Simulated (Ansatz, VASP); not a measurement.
**HfSi in VASP and in Ansatz**

```
Hf Si
1.0
     6.88900    0.00000    0.00000
     0.00000    3.77200    0.00000
     0.00000    0.00000    5.22300
Hf Si
4 4
Cartesian
  1.2262 0.9430 0.6477
  2.2183 2.8290 3.2592
  4.6707 0.9430 1.9638
  5.6628 2.8290 4.5753
  0.2756 0.9430 3.2905
  3.1689 2.8290 0.6790
  3.7201 0.9430 4.5440
  6.6134 2.8290 1.9325
```

Alike in both runs: task relaxation of cell and atoms; functional r2SCAN; k mesh 4 × 4 × 4; occupations gaussian, width 0.1 eV; no spin polarisation.

```csv
,VASP,Ansatz
version,VASP 6.6.1,Ansatz 0.2.0
potentials or method,"VASP PAW PBE potentials, release 64 (Hf_pv, Si), cutoff 600 eV","scalar-relativistic, plane waves, PAW"
valence electrons in the cell,56,120
```

```tsv
	VASP	Ansatz	Ansatz less VASP
gap on the k mesh at the Fermi level, each at its own relaxed structure (eV)	none	none	-
relaxed volume (Å³/atom)	16.87	16.92	+0.046
relaxed length of the cell vector where the two differ most in proportion (Å)	3.771	3.778	+0.0071
```

VASP's potentials were made for PBE, not for r2SCAN. A gap of «none» marks a metal or a gap that the smearing closes. VASP's potentials hold 56 valence electrons a cell and Ansatz's 120, so a difference there can come from the potentials and not from the codes.

The k mesh is coarse, so the values compare programs but aren't converged. Neither program's run includes spin-orbit coupling.
